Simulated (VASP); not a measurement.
**SnSe: single point with PBEsol**

SnSe:

```
Sn Se
1.0
     0.00000    2.98980    2.98980
     2.98980    0.00000    2.98980
     2.98980    2.98980    0.00000
Sn Se
1 1
Direct
  0.00000 0.00000 0.00000
  0.50000 0.50000 0.50000
```

- Program: VASP 6.6.1
- Task: single point
- Functional: PBEsol
- Potentials or basis: VASP PAW PBE potentials, release 64 (Sn_d, Se)
- Cutoff: 520 eV
- k mesh: 8 × 8 × 8
- Occupations: fermi-dirac, width 0.05 eV
- Spin: no spin polarisation

- Pressure: -0.9 GPa
- Band gap on the k mesh: 0.73 eV, indirect (least direct gap 0.74 eV)

Levels at points of the mesh, in eV from the valence-band top:
```tsv
k point	band 6	band 7	band 8	band 9	band 10	band 11	band 12	band 13	band 14	band 15
(0.00, 0.00, 0.00)	-13.92	-4.94	-2.14	-2.14	-2.14	4.46	4.46	4.46	5.88	5.88
(0.50, 0.00, 0.00)	-12.93	-8.09	-1.89	-1.89	0.00	0.74	1.30	1.30	8.28	10.23
(0.50, 0.50, 0.00)	-12.63	-5.94	-5.54	-3.64	-3.64	2.95	5.54	5.54	6.16	10.62
```

It took 12 s on 1 thread of AMD EPYC 9R45 (Zen 5), on a shared host, peak memory 0.15 GiB.

Caveat: the PAW data sets were made with another functional, which shifts forces and pressure a little; spin-orbit coupling is left out, which moves the levels of the heavy elements. A k mesh can miss the band edges.
